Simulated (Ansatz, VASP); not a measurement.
This is a calculation of K for VASP 6.6.1.

POSCAR

```
K
1.0
   -2.7504652529      2.7504652529      2.7504652529
    2.7504652529     -2.7504652529      2.7504652529
    2.7504652529      2.7504652529     -2.7504652529
K
1
Direct
    0.0000000000      0.0000000000      0.0000000000
```

The input INCAR.step1:

```
  ALGO = Normal
  EDIFF = 1E-5
  ENCUT = 400
  GGA = PE
  GGA_COMPAT = F
  ISIF = 2
  ISMEAR = 0
  LASPH = T
  LREAL = F
  LWAVE = T
  NBANDS = 10
  NELM = 120
  PREC = Accurate
  SIGMA = 0.05
```

Contents of INCAR.step2:

```
  ALGO = Normal
  EDIFF = 1E-6
  ENCUT = 400
  GGA = PE
  GGA_COMPAT = F
  HFSCREEN = 0.2079
  ISIF = 2
  ISMEAR = 0
  ISTART = 1
  LASPH = T
  LCHARG = T
  LELF = T
  LHFCALC = T
  LREAL = F
  LVHAR = T
  LWAVE = F
  NBANDS = 10
  NELM = 120
  PREC = Accurate
  PRECFOCK = Normal
  SIGMA = 0.05
```

File KPOINTS:

```
k-points
0
Gamma
  5 5 5
```

Potentials or basis: VASP PAW PBE potentials, release 64 (K_sv).

Command:

```sh
$ cat potpaw_PBE.64/K_sv/POTCAR > POTCAR
$ cp INCAR.step1 INCAR
$ mpirun -np 1 vasp_std > vasp.out
$ cp INCAR.step2 INCAR
$ mpirun -np 1 vasp_std > vasp.out
```

Problem. Translate it to Ansatz 0.2.0. Potentials there: Ansatz PAW polarizable.

Solution. As run (the cutoff follows the program's own potentials):

The input input.yaml:

```yaml
crystal:
  lattice:
    - [-2.7504652529, 2.7504652529, 2.7504652529]
    - [2.7504652529, -2.7504652529, 2.7504652529]
    - [2.7504652529, 2.7504652529, -2.7504652529]
  atoms:
    - { symbol: K, position: [0.0, 0.0, 0.0] }
hamiltonian:
  xc: hse06
  pseudopotentials: { kind: paw, partial_waves: polarizable }
kpoints:
  mp_grid: { grid: [5, 5, 5] }
scf:
  occupations: { method: gaussian, width: 0.05 }
output:
  forces: true
  stress: true
  eigenvalues: true
```

Potentials or basis: Ansatz PAW polarizable.

The run is started by

```bash
$ ansatz run input.yaml --threads 1 --pin off --max-ram 2560MiB --backend cpu --events-out ev --progress --plain --runs-dir out
```

Both were run:

|  | VASP | Ansatz | Ansatz less VASP |
| --- | --- | --- | --- |
| gap on the k mesh at the Fermi level (eV) | none | none | - |
| pressure (GPa) | -0.3 | -0.3 | 0.00 |

A gap of «none» marks a metal or a gap that the smearing closes.
